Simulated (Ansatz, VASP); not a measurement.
## Pd in VASP and in Ansatz

INCAR

```
PREC = Accurate ; ENCUT = 520
EDIFF = 1E-6 ; ISMEAR = 0
SIGMA = 0.15 ; LREAL = F
LASPH = T ; NELM = 80
ALGO = Normal ; ISIF = 2
LWAVE = F ; LCHARG = F
GGA = PS ; NBANDS = 11
```

Contents of KPOINTS:

```
Automatic mesh
0
Gamma
  20 20 20
```

File POSCAR:

```
Pd
1.0
    0.0000000000      2.1004920000      1.7893080000
    2.1004920000      0.0000000000      1.7893080000
    2.1004920000      2.1004920000      0.0000000000
Pd
1
Direct
    0.0000000000      0.0000000000      0.0000000000
```

Input for Ansatz:

```yaml
crystal:
  lattice:
    - [0.0, 2.100492, 1.789308]
    - [2.100492, 0.0, 1.789308]
    - [2.100492, 2.100492, 0.0]
  atoms:
    - { symbol: Pd, position: [0.0, 0.0, 0.0] }
basis:
  ecutwfc: 420
kpoints:
  mp_grid: { grid: [20, 20, 20] }
hamiltonian:
  xc: pbesol
scf:
  occupations: { method: gaussian, width: 0.15 }
output:
  forces: true
  stress: true
  eigenvalues: true
```

Change from the starting cell: strain +0.080 along x and y, -0.080 along z, atoms carried along.

Alike in both runs: task single point; functional PBEsol; k mesh 20 × 20 × 20; occupations gaussian, width 0.15 eV; no spin polarisation.

|  | VASP | Ansatz |
| --- | --- | --- |
| version | VASP 6.6.1 | Ansatz 0.2.0 |
| potentials or method | VASP PAW PBE potentials, release 64 (Pd), cutoff 520 eV | scalar-relativistic, plane waves, PAW |
| valence electrons in the cell | 10 | 18 |

Ansatz gave:

- gap on the k mesh at the Fermi level (eV): none
- pressure (GPa): -12.6
- traceless stress, the component that is largest in VASP (GPa): 2.17

Question: What did VASP give for the same quantities?

Answer: gap on the k mesh at the Fermi level (eV): none; pressure (GPa): -12.9; traceless stress, the component that is largest in VASP (GPa): 2.14.

VASP's potentials were made for PBE, not for PBEsol. A gap of «none» marks a metal or a gap that the smearing closes. The functional is the same, so the differences come from potentials, cutoffs and numerics. VASP's potentials hold 10 valence electrons a cell and Ansatz's 18, so a difference there can come from the potentials and not from the codes.
